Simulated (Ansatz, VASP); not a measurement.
BN in VASP and in Ansatz

```
CELL_PARAMETERS angstrom
0.00000 1.75327 1.80750
1.75327 0.00000 1.80750
1.75327 1.75327 0.00000
ATOMIC_POSITIONS crystal
B 0.00000 0.00000 0.00000
N 0.75000 0.75000 0.75000
```

Change from the starting cell: equal xx and yy strain of -3 %, PAW files.

Alike in both runs: task electric field gradients; functional PBE; k mesh 13 × 13 × 13; occupations fermi-dirac, width 0.03 eV; no spin polarisation.

|  | VASP | Ansatz |
| --- | --- | --- |
| version | VASP 6.6.1 | Ansatz 0.2.0 |
| potentials or method | VASP PAW PBE potentials, release 64 (B, N) | PAW with Ansatz's default frozen-core files, scalar-relativistic |
| plane-wave cutoff (eV) | 520 | 420 |
| valence electrons in the cell | 8 | 8 |

|  | VASP | Ansatz | Ansatz less VASP |
| --- | --- | --- | --- |
| gap on the k mesh at the Fermi level (eV) | 4.31 | 4.32 | +0.011 |
| pressure (GPa) | 29.5 | 29.0 | -0.46 |
| traceless stress, the component that is largest in VASP (GPa) | -13.80 | -13.79 | +0.004 |
| size of Vzz on the site where it differs most (V/Å²) | 1.1 | 0.8 | -0.32 |

Both programs put the cell under a high pressure, so it lies far from rest at this level. With one functional, cell and mesh, what is left measures potentials, basis and numerics.
